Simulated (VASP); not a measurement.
A run of VASP 6.6.1 is set up as follows.

File INCAR:

```
SYSTEM = SnTe
PREC = Accurate
ENCUT = 520
EDIFF = 1E-6
ISMEAR = -1
SIGMA = 0.05
LREAL = .False.
LASPH = .True.
NELM = 100
ALGO = Normal
ISIF = 2
LWAVE = .False.
LCHARG = .True.
GGA = RP
LELF = .True.
LVHAR = .True.
NBANDS = 17
```

The input KPOINTS:

```
regular mesh
0
Gamma
  7 7 7
  0 0 0
```

POSCAR

```
SnTe
1.0
    0.0000000000      3.0865288906      3.0865288906
    3.0865288906      0.0000000000      3.0865288906
    3.0865288906      3.0865288906      0.0000000000
Te Sn
1 1
Direct
    0.5000000000      0.5000000000      0.5000000000
    0.0000000000      0.0000000000      0.0000000000
```

Potentials or basis: VASP PAW PBE potentials, release 64 (Te, Sn_d).

Launch:

```console
$ cat potpaw_PBE.64/Te/POTCAR potpaw_PBE.64/Sn_d/POTCAR > POTCAR
$ mpirun -np 1 vasp_std > vasp.out
```

(1) What does it give for the pressure?

Answers

(1) 7.2 GPa.

Caveat: the PAW data sets were made with another functional, which shifts forces and pressure a little.
